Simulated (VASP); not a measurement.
Runs of VASP 6.6.1 on La2O. The structure is that of space group Fm-3m (No. 225), or close to it. The cells are those of the table. 

```tsv
task	cell	k mesh	cutoff (eV)	gap on the mesh (eV)	pressure (GPa)	relaxed volume (Å³/atom)
single point	a = 4.513 Å, angles 60.0°, 3 atoms	12 × 12 × 12	520	none	-0.1	-
relaxation of cell and atoms	relaxed from a = 4.332 Å, angles 60.0°, 3 atoms	6 × 6 × 6	600	none	0.0	21.68
single point	a = 4.332 Å, angles 60.0°, 3 atoms	6 × 6 × 6	520	none	(a)	-
relaxation of cell and atoms	relaxed from a = 4.513 Å, angles 60.0°, 3 atoms	12 × 12 × 12	600	none	0.0	21.62
single point	a = 4.513 Å, angles 60.0°, 3 atoms	6 × 6 × 6	520	none	0.0	-
```

Alike in all rows: level PBE; potentials or basis VASP PAW PBE potentials, release 64 (La, O); no spin polarisation; smearing gaussian 0.1 eV.

Task: Estimate the missing entries.

Result: (a) 12.0.

Caveats: spin-orbit coupling is left out, which moves the levels of the heavy elements.

A k mesh can miss the band edges, and the runs leave out spin-orbit coupling on La.

A gap of «none» marks levels without a gap at the run's occupations.
